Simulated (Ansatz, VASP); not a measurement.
One calculation of Cu, two programs

```xyz
2
Lattice="1.5886 0.9172 2.7656 -1.5886 0.9172 2.7656 0.0000 -1.8344 2.7656" Properties=species:S:1:pos:R:3 pbc="T T T"
Cu    0.0000    0.0000    1.9385
Cu    0.0000    0.0000    6.3584
```

Alike in both runs: task relaxation of cell and atoms; functional PBE; k mesh 6 × 6 × 6; occupations gaussian, width 0.1 eV; no spin polarisation.

|  | VASP | Ansatz |
| --- | --- | --- |
| version | VASP 6.6.1 | Ansatz 0.2.0 |
| potentials or method | VASP PAW PBE potentials, release 64 (Cu), cutoff 600 eV | scalar-relativistic, plane waves, PAW |
| valence electrons in the cell | 22 | 38 |

VASP gave:

- gap on the k mesh at the Fermi level, each at its own relaxed structure (eV): none
- relaxed volume (Å³/atom): 11.97
- relaxed cell length with the largest relative difference (Å): 4.353

**Question.** What did Ansatz give for the same quantities?

**Answer.** gap on the k mesh at the Fermi level, each at its own relaxed structure (eV): none; relaxed volume (Å³/atom): 11.98; relaxed cell length with the largest relative difference (Å): 4.389.

A gap of «none» marks a metal or a gap that the smearing closes. VASP's potentials hold 22 valence electrons a cell and Ansatz's 38, so a difference there can come from the potentials and not from the codes.

The k mesh is coarse, so the values compare programs but aren't converged.
